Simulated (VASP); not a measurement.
# HgH2Br4 (I-4) in VASP: density of states with LDA

Aim: the density of states of HgH2Br4 with LDA.

Program: VASP 6.6.1. These are calculated values, not measurements. Logs are shortened: lines on timing, memory, paths and dates and some standing lists are left out, and cuts for length are marked.

## (1) The cell of the first run

The structure is tetragonal, space group I-4 (No. 82). Conventional cell: a = 5.604 Å, b = 5.604 Å, c = 11.206 Å, α = 90.00°, β = 90.00°, γ = 90.00°. Hg (site symmetry -4) has 4 Br at 2.46 Å within 3.2 Å. H (site symmetry -4) has 4 Br at 2.46 Å within 3.2 Å. H (site symmetry -4) has 4 Br at 2.46 Å within 3.2 Å. Within 3.2 Å of Br (site symmetry 1) lie 1 Hg at 2.46 Å and 2 H at 2.46 Å.

## (2) Density of states, LDA

The input, POSCAR:

```
HgH2Br4
1.0
    0.0000000000      5.6036220000      0.0000000000
    5.6036220000      0.0000000000      0.0000000000
    2.8018110000      2.8018110000     -5.6031790000
Hg H Br
1 2 4
Direct
    0.0000000000      0.0000000000      0.0000000000
    0.5000000000      0.5000000000      0.0000000000
    0.7500000000      0.2500000000      0.5000000000
    0.3700000000      0.3900000000      0.7400000000
    0.6100000000      0.1100000000      0.2600000000
    0.8900000000      0.8700000000      0.7400000000
    0.1300000000      0.6300000000      0.2600000000
```

The input, INCAR.step1:

```
SYSTEM = HgH2Br4
  PREC = Accurate
  ENCUT = 520
  EDIFF = 1E-6
  ISMEAR = -1
  SIGMA = 0.1
  LREAL = .False.
  LASPH = .True.
  NELM = 80
  ALGO = Normal
  ISIF = 2
  LWAVE = .False.
  LCHARG = .True.
  NBANDS = 30
```

The input, KPOINTS.step1:

```
regular mesh
0
Gamma
  5 5 5
  0 0 0
```

The input, INCAR.step2:

```
SYSTEM = HgH2Br4
  PREC = Accurate
  ENCUT = 520
  EDIFF = 1E-6
  ISMEAR = -5
  SIGMA = 0.1
  LREAL = .False.
  LASPH = .True.
  NELM = 80
  ALGO = Normal
  ISIF = 2
  LWAVE = .False.
  LCHARG = .False.
  LORBIT = 11
  NBANDS = 30
  NEDOS = 1001
  ICHARG = 11
```

The input, KPOINTS.step2:

```
regular mesh
0
Gamma
  8 8 8
  0 0 0
```

Potentials or basis: VASP PAW LDA potentials, release 64 (Hg, H, Br).

Launch:

```
$ cat potpaw_LDA.64/Hg/POTCAR potpaw_LDA.64/H/POTCAR potpaw_LDA.64/Br/POTCAR > POTCAR
$ cp INCAR.step1 INCAR
$ cp KPOINTS.step1 KPOINTS
$ mpirun -np 1 vasp_std > vasp.out
$ cp INCAR.step2 INCAR
$ cp KPOINTS.step2 KPOINTS
$ mpirun -np 1 vasp_std > vasp.out
```

OUTCAR:

```text
SYSTEM = HgH2Br4
   PREC = Accurate
   ENCUT = 520
   EDIFF = 1E-6
   ISMEAR = -5
   LREAL = .False.
   LASPH = .True.
   NELM = 80
   ISIF = 2
   LORBIT = 11
   ICHARG = 11

 ion  position               nearest neighbor table
   1  0.000  0.000  0.000-   4 2.46   7 2.46   6 2.46   5 2.46
   2  0.500  0.500  0.000-
   3  0.750  0.250  0.500-
   4  0.370  0.390  0.740-   1 2.46
   5  0.610  0.110  0.260-   1 2.46
   6  0.890  0.870  0.740-   1 2.46
   7  0.130  0.630  0.260-   1 2.46

  LATTYP: Found a body centered tetragonal cell.
 ALAT       =     5.6036220000
 C/A-ratio  =     1.9998418880

  Lattice vectors:

 A1 = (  -2.8018110000,   2.8018110000,   5.6031790000)
 A2 = (   2.8018110000,  -2.8018110000,   5.6031790000)
 A3 = (   2.8018110000,   2.8018110000,  -5.6031790000)

Analysis of symmetry for initial positions (statically):
=====================================================================
 Subroutine PRICEL returns:
 Original cell was already a primitive cell.

 Routine SETGRP: Setting up the symmetry group for a
 body centered tetragonal supercell.

 Subroutine GETGRP returns: Found  4 space group operations
 (whereof  4 operations were pure point group operations)
 out of a pool of 16 trial point group operations.

The static configuration has the point symmetry S_4 .

Analysis of symmetry for dynamics (positions and initial velocities):
=====================================================================
 Subroutine PRICEL returns:
 Original cell was already a primitive cell.

 Routine SETGRP: Setting up the symmetry group for a
 body centered tetragonal supercell.

 Subroutine GETGRP returns: Found  4 space group operations
 (whereof  4 operations were pure point group operations)
 out of a pool of 16 trial point group operations.

The dynamic configuration has the point symmetry S_4 .

 Subroutine INISYM returns: Found  4 space group operations
 (whereof  4 operations are pure point group operations),
 and found     1 'primitive' translations

----------------------------------------------------------------------------------------

                                     Primitive cell

  volume of cell :     175.9431

  direct lattice vectors                    reciprocal lattice vectors
     0.000000000  5.603622000  0.000000000     0.000000000  0.178456006  0.089235057
     5.603622000  0.000000000  0.000000000     0.178456006  0.000000000  0.089235057
     2.801811000  2.801811000 -5.603179000     0.000000000  0.000000000 -0.178470115

  length of vectors
     5.603622000  5.603622000  6.862645602     0.199523035  0.199523035  0.178470115

  position of ions in fractional coordinates (direct lattice)
     0.000000000  0.000000000  0.000000000
     0.500000000  0.500000000  0.000000000
     0.750000000  0.250000000  0.500000000
     0.370000000  0.390000000  0.740000000
     0.610000000  0.110000000  0.260000000
     0.890000000  0.870000000  0.740000000
     0.130000000  0.630000000  0.260000000

  ion indices of the primitive-cell ions
   primitive index   ion index
                 1           1
                 2           2
                 3           3
                 4           4
                 5           5
                 6           6
                 7           7

----------------------------------------------------------------------------------------

 KPOINTS: regular mesh

Automatic generation of k-mesh.
 Grid dimensions read from file:
 generate k-points for:    8    8    8

 Generating k-lattice:

  Cartesian coordinates                     Fractional coordinates (reciprocal lattice)
     0.000000000  0.022307001  0.011154382     0.125000000  0.000000000  0.000000000
     0.022307001  0.000000000  0.011154382     0.000000000  0.125000000  0.000000000
     0.000000000  0.000000000 -0.022308764     0.000000000  0.000000000  0.125000000

  Length of vectors
     0.024940379  0.024940379  0.022308764

  Shift w.r.t. Gamma in fractional coordinates (k-lattice)
     0.000000000  0.000000000  0.000000000

 TETIRR: Found   1232 inequivalent tetrahedra from     3072

 Subroutine IBZKPT returns following result:
 ===========================================

 Found     78 irreducible k-points:

 Following reciprocal coordinates:
            Coordinates               Weight
  0.000000  0.000000  0.000000      1.000000
  0.125000  0.000000  0.000000      8.000000
  0.250000  0.000000  0.000000      8.000000
  0.375000  0.000000 -0.000000      8.000000
  0.500000  0.000000  0.000000      4.000000
  0.125000  0.125000  0.000000      8.000000
[... 16 lines left out ...]
 -0.375000  0.250000  0.000000      8.000000
 -0.250000  0.375000 -0.000000      8.000000
 [... further k-points ...]
   k-points           NKPTS =     78   k-points in BZ     NKDIM =     78   number of bands    NBANDS=     30
   number of dos      NEDOS =   1001   number of ions     NIONS =      7
   total plane-waves  NPLWV =  95256
   dimension x,y,z NGX =    42 NGY =   42 NGZ =   54
   dimension x,y,z NGXF=    84 NGYF=   84 NGZF=  108
   ions per type =               1   2   4
   NGX,Y,Z   is equivalent  to a cutoff of  12.46, 12.46, 13.08 a.u.
   NGXF,Y,Z  is equivalent  to a cutoff of  24.92, 24.92, 26.16 a.u.
 SYSTEM =  HgH2Br4
   PREC   = accura    normal or accurate (medium, high low for compatibility)
   ISTART =      0    job   : 0-new  1-cont  2-samecut
   ICHARG =     11    charge: 1-file 2-atom 10-const
   ISPIN  =      1    spin polarized calculation?
   LNONCOLLINEAR =      F non collinear calculations
   LSORBIT =      F    spin-orbit coupling
   LASPH  =      T    aspherical Exc in radial PAW
   ENCUT  =  520.0 eV  38.22 Ry    6.18 a.u.  10.42 10.42 12.76*2*pi/ulx,y,z
   NELM   =     80;   NELMIN=  2; NELMDL=  0     # of ELM steps
   EDIFF  = 0.1E-05   stopping-criterion for ELM
   LREAL  =      F    real-space projection
   EDIFFG = 0.1E-04   stopping-criterion for IOM
   NSW    =      0    number of steps for IOM
   IBRION =     -1    ionic relax: 0-MD 1-quasi-New 2-CG
   NFREE  =      0    steps in history (QN), initial steepest desc. (CG)
   ISIF   =      2    stress and relaxation
   ISYM   =      2    0-nonsym 1-usesym 2-fastsym
   POTIM  = 0.5000    time-step for ionic-motion
   TEBEG  =    0.0;   TEEND  =   0.0 temperature during run
   PSTRESS=    0.0 pullay stress
   NELECT =      42.0000    total number of electrons
   NUPDOWN=      -1.0000    fix difference up-down
   EMIN   =  10.00;   EMAX   =-10.00  energy-range for DOS
   EFERMI =   0.00;   METHOD = LEGACY
   ISMEAR =    -5;   SIGMA  =   0.10  broadening in eV -4-tet -1-fermi 0-gaus
   EFERMI_NEDOS =   21; number of points for ismear=-14 and -15
   IALGO  =     38    algorithm
   IMIX   =      4    mixing-type and parameters
     AMIX     =   0.40;   BMIX     =  1.00
     AMIX_MAG =   1.60;   BMIX_MAG =  1.00
  volume/ion in A,a.u.               =      25.13       169.62
  Fermi-wavevector in a.u.,A,eV,Ry     =   1.015548  1.919108 14.032207  1.031338
  Thomas-Fermi vector in A             =   2.148840
   LORBIT       =     11    0 simple, 1 ext, 2 COOP (PROOUT), +10 PAW based schemes
   GGA     = CA    functional components
   LHFCALC =     F    Hartree Fock is set to
   AEXX    =    0.0000 exact exchange contribution
   IVDW    =     0    specifies the selected vdW correction
   LEPSILON=     F    determine dielectric tensor
   LRPA    =     F    only Hartree local field effects (RPA)
 non-spin polarized calculation
 Fermi weights with tetrahedron method with Bloechl corrections
  energy-cutoff  :      520.00
  volume of cell :      175.94
 maximum number of plane-waves:      4769
 NGX is ok and might be reduce to    42

 number of electron      42.0000001 magnetization

 Free energy of the ion-electron system (eV)
  ---------------------------------------------------
  ext. energy  EPLUGINS =         0.00000000
  ---------------------------------------------------
  free energy    TOTEN  =       -14.83245590 eV

  energy without entropy =      -14.83245590  energy(sigma->0) =      -14.83245590

 E-fermi :  -0.5214     XC(G=0):  -8.6111

 val. band max:       -0.5335469415   @ k =   0.0000   0.0000   0.0000
 cond. band min:       0.3050825482   @ k =   0.0000   0.0000   0.0000
 fundamental gap:      0.8386294898
 Fermi energy:        -0.5213744870

 k-point     1 :       0.0000    0.0000    0.0000
  band No.  band energies     occupation
      1     -14.8695      2.00000
      2     -14.2544      2.00000
      3     -14.2544      2.00000
      4     -14.2527      2.00000
      5      -6.6523      2.00000
      6      -6.6523      2.00000
[... 22 lines left out ...]
     29       8.6059      0.00000
     30       8.6123      0.00000

 k-point     2 :       0.1250    0.0000    0.0000
  band No.  band energies     occupation
      1     -14.8430      2.00000
      2     -14.2697      2.00000
      3     -14.2642      2.00000
      4     -14.2570      2.00000
      5      -6.6820      2.00000
      6      -6.6675      2.00000
[... 22 lines left out ...]
     29       8.4275      0.00000
     30       8.6036      0.00000

 k-point     3 :       0.2500    0.0000    0.0000
  band No.  band energies     occupation
      1     -14.7684      2.00000
      2     -14.3191      2.00000
      3     -14.2833      2.00000
      4     -14.2705      2.00000
      5      -6.7532      2.00000
      6      -6.6906      2.00000
[... 22 lines left out ...]
     29       8.2599      0.00000
     30       8.4849      0.00000

 k-point     4 :       0.3750    0.0000   -0.0000
  band No.  band energies     occupation
      1     -14.6610      2.00000
      2     -14.4041      2.00000
      3     -14.2991      2.00000
      4     -14.2846      2.00000
      5      -6.8229      2.00000
      6      -6.7073      2.00000
[... 22 lines left out ...]
     29       8.1560      0.00000
     30       8.4821      0.00000

 k-point     5 :       0.5000    0.0000    0.0000
  band No.  band energies     occupation
      1     -14.5715      2.00000
      2     -14.4850      2.00000
      3     -14.3049      2.00000
      4     -14.2906      2.00000
      5      -6.8512      2.00000
      6      -6.7131      2.00000
[... 22 lines left out ...]
     29       8.0598      0.00000
     30       8.2431      0.00000
[... 526 lines left out ...]
     29       8.1309      0.00000
     30       8.5172      0.00000

 k-point    22 :      -0.2500    0.5000    0.0000
  band No.  band energies     occupation
      1     -14.5408      2.00000
      2     -14.4387      2.00000
      3     -14.3606      2.00000
      4     -14.3053      2.00000
      5      -6.8021      2.00000
      6      -6.7105      2.00000
[... 22 lines left out ...]
     29       8.1386      0.00000
     30       8.3456      0.00000

 k-point    23 :      -0.3750    0.2500    0.0000
  band No.  band energies     occupation
      1     -14.6318      2.00000
      2     -14.3800      2.00000
      3     -14.3490      2.00000
      4     -14.2817      2.00000
      5      -6.7894      2.00000
      6      -6.6785      2.00000
[... 22 lines left out ...]
     29       8.1392      0.00000
     30       8.7008      0.00000

 k-point    24 :      -0.2500    0.3750   -0.0000
  band No.  band energies     occupation
      1     -14.6322      2.00000
      2     -14.3779      2.00000
      3     -14.3493      2.00000
      4     -14.2830      2.00000
      5      -6.7942      2.00000
      6      -6.6763      2.00000
[... 22 lines left out ...]
     29       8.1715      0.00000
     30       8.5977      0.00000

 [... further k-points ...]
[... 5 lines left out ...]
  --------------------------------------------------------------------------------------
  -------------------------------------------------------------------------------------
  Total       -1.1712851     -1.1712851     -0.4628518     -0.0000000     -0.0000000      0.0000000
  in kB      -10.6659867    -10.6659867     -4.2148331     -0.0000000     -0.0000000      0.0000000
  external PRESSURE =      -8.5156022 kB  Pullay stress =       0.0000000 kB

 VOLUME and BASIS-vectors are now :
 -----------------------------------------------------------------------------
  energy-cutoff  :      520.00
  volume of cell :      175.94
      direct lattice vectors                 reciprocal lattice vectors
     0.000000000  5.603622000  0.000000000     0.000000000  0.178456006  0.089235057
     5.603622000  0.000000000  0.000000000     0.178456006  0.000000000  0.089235057
     2.801811000  2.801811000 -5.603179000     0.000000000  0.000000000 -0.178470115

 POSITION                                       TOTAL-FORCE (eV/Angst)
 -----------------------------------------------------------------------------------
      0.00000      0.00000      0.00000        -0.000000      0.000000      0.000000
      2.80181      2.80181      0.00000        -0.000000      0.000000      0.000000
      2.80181      5.60362     -2.80159        -0.000000      0.000000      0.000000
      4.25875      4.14668     -4.14635         0.879762      1.662567      0.872154
      1.34487      4.14668     -1.45683         1.662567     -0.879762     -0.872154
      6.94849      7.06056     -4.14635        -0.879762     -1.662567      0.872154
      4.25875      1.45694     -1.45683        -1.662567      0.879762     -0.872154
 -----------------------------------------------------------------------------------
    total drift:                                0.000004      0.000004     -0.000004

  FREE ENERGIE OF THE ION-ELECTRON SYSTEM (eV)
  ---------------------------------------------------
  free  energy   TOTEN  =       -14.8324558986 eV

  energy  without entropy=      -14.8324558986  energy(sigma->0) =      -14.83245590

 total charge

# of ion       s       p       d       tot
------------------------------------------
    1        0.684   0.544   9.445  10.673
    2        0.271   0.006   0.000   0.277
    3        0.272   0.006   0.000   0.278
    4        1.624   3.148   0.023   4.795
    5        1.624   3.148   0.023   4.795
    6        1.624   3.148   0.023   4.795
    7        1.624   3.148   0.023   4.795
--------------------------------------------------
tot          7.724  13.146   9.536  30.407
```

Wall time 5.9 min (1 thread of AMD EPYC 7R13 (Zen 3), shared host); peak memory 0.45 GiB.

Results:

| Quantity | Value |
| --- | --- |
| Valence electrons inside the program's atomic spheres | Hg 10.67; H 0.28; Br 4.79 |

Caveat: spin-orbit coupling is left out, which moves the levels of the heavy elements.
